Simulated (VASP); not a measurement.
Ag, 1 atom in the cell. Symmetry: Im-3m, No. 229, cubic system. Conventional cell: a = 3.311 Å, b = 3.311 Å, c = 3.311 Å, α = 90.00°, β = 90.00°, γ = 90.00°. Ag (site symmetry m-3m) has 14 Ag at 2.87 to 3.31 Å within 3.8 Å. 

| Quantity | Value |
| --- | --- |
| Program | VASP 6.6.1 |
| Task | single point |
| Functional | PBE |
| Potentials or basis | VASP PAW PBE potentials, release 64 (Ag) |
| Cutoff | 520 eV |
| k mesh | 11 × 11 × 11 |
| Occupations | gaussian, width 0.017 eV |
| Spin | no spin polarisation |
| Dipole correction | no |
| Further INCAR settings | ALGO = Normal; EDIFF = 1e-06; NBANDS = 12 |

Potentials or basis: VASP PAW PBE potentials, release 64 (Ag).

Command:

```bash
$ cat potpaw_PBE.64/Ag/POTCAR > POTCAR
$ mpirun -np 1 vasp_std > vasp.out
```

Hardware: 1 thread of Intel Xeon 8259CL, on a shared host.

Question: Estimate the wall time of this run.

Answer: Run time: 20 s on 1 thread of Intel Xeon 8259CL (shared host), peak memory 0.14 GiB. Counts: scf iterations 11, k points 56.
